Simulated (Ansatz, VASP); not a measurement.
## Two plane-wave programs on P

```
P
1.0
     1.66943   -5.53695    0.00000
     1.66943    5.53695    0.00000
     0.00000    0.00000    4.60343
P
4
Direct
  0.90414 0.09586 0.58882
  0.09586 0.90414 0.41118
  0.59586 0.40414 0.08882
  0.40414 0.59586 0.91118
```

Alike in both runs: task single point; functional PBE; dispersion D3(BJ); k mesh 8 × 8 × 6; occupations fermi-dirac, width 0.05 eV; no spin polarisation.

|  | VASP | Ansatz |
| --- | --- | --- |
| version | VASP 6.6.1 | Ansatz 0.2.0 |
| potentials or method | VASP PAW PBE potentials, release 64 (P) | Ansatz PAW |
| plane-wave cutoff (eV) | 520 | 420 |
| valence electrons in the cell | 20 | 20 |

```tsv
	VASP	Ansatz	Ansatz less VASP
gap on the k mesh at the Fermi level (eV)	0.19	0.17	-0.017
least direct gap on the mesh (eV)	0.19	0.17	-0.017
pressure (GPa)	-3.7	-3.4	+0.30
traceless stress, the component that is largest in VASP (GPa)	-0.77	-0.77	-0.001
rms of the force components (eV/Å)	0.071	0.068	-0.0025
```

Atom by atom the forces differ by 0.028 eV/Å (rms over components).
